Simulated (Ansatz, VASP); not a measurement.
# BP: VASP beside Ansatz

```xyz
2
Lattice="0.0000 2.2009 2.2690 2.2009 0.0000 2.2690 2.2009 2.2009 0.0000" Properties=species:S:1:pos:R:3 pbc="T T T"
B     0.0000    0.0000    0.0000
P     1.1005    1.1005    1.1345
```

Alike in both runs: task single point; functional PBE; k mesh 8 × 8 × 8; occupations gaussian, width 0.05 eV; no spin polarisation.

|  | VASP | Ansatz |
| --- | --- | --- |
| version | VASP 6.6.1 | Ansatz 0.2.0 |
| potentials or method | VASP PAW PBE potentials, release 64 (B, P), cutoff 500 eV | plane waves, PAW |
| valence electrons in the cell | 8 | 8 |

|  | VASP | Ansatz | Ansatz less VASP |
| --- | --- | --- | --- |
| pressure (GPa) | 12.2 | 12.5 | +0.29 |
| traceless stress, the component that is largest in VASP (GPa) | -5.94 | -5.93 | +0.010 |
